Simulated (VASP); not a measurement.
A run of VASP 6.6.1 is set up as follows.

The input INCAR:

```
  PREC = Accurate
  ENCUT = 600
  EDIFF = 1E-6
  ISMEAR = 0
  SIGMA = 0.1
  LREAL = F
  LASPH = T
  NELM = 80
  ALGO = Normal
  ISIF = 3
  LWAVE = F
  LCHARG = F
  GGA = PE
  IBRION = 2
  NSW = 90
  EDIFFG = -0.025
```

KPOINTS

```
regular mesh
0
Gamma
  12 12 8
```

POSCAR

```
AlH
1.0
    3.0321699775      0.0000000000      0.0000000000
   -1.5160849887      2.6259362291      0.0000000000
    0.0000000000      0.0000000000      4.8204763659
Al H
2 2
Direct
    0.6666666667      0.3333333333      0.7500000000
    0.3333333333      0.6666666667      0.2500000000
    0.0000000000      0.0000000000      0.0000000000
    0.0000000000      0.0000000000      0.5000000000
```

Potentials or basis: VASP PAW PBE potentials, release 64 (Al, H).

Run with:

```sh
$ cat potpaw_PBE.64/Al/POTCAR potpaw_PBE.64/H/POTCAR > POTCAR
$ mpirun -np 1 vasp_std > vasp.out
```

(1) What does it give for the band gap on the k mesh?

## Answers

(1) zero (bands 4 and 5 overlap by 7.57 eV).

Caveat: the relaxation stopped at its first step, so nothing moved.
